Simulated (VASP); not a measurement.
Li, 1 atom in the cell. The structure is cubic, space group Fm-3m (No. 225). The conventional cell has a = 4.352 Å, b = 4.352 Å, c = 4.352 Å, α = 90.00°, β = 90.00°, γ = 90.00°. Li (site symmetry m-3m) has 12 Li at 3.08 Å within 4.1 Å. This isn't the form of Li at room conditions, which is bcc.

* Program: VASP 6.6.1
* Task: single point
* Functional: r2SCAN
* Potentials or basis: VASP PAW PBE potentials, release 64 (Li_sv)
* Cutoff: 830 eV
* k mesh: 8 × 8 × 8
* Occupations: gaussian, width 0.05 eV
* Spin: no spin polarisation
* Dipole correction: no
* Further INCAR settings: ALGO = Normal; EDIFF = 1e-06; NBANDS = 8

Potentials or basis: VASP PAW PBE potentials, release 64 (Li_sv).

Launch:

```bash
$ cat potpaw_PBE.64/Li_sv/POTCAR > POTCAR
$ cp INCAR.step1 INCAR
$ mpirun -np 1 vasp_std > vasp.out
$ cp INCAR.step2 INCAR
$ mpirun -np 1 vasp_std > vasp.out
```

Hardware: 1 thread of Intel Xeon 8259CL (shared host).

Question: How long does it take, and how much memory?

Answer: It took 46 s on 1 thread of Intel Xeon 8259CL, with other jobs on the host, peak memory 0.16 GiB. Counts: k points 29.
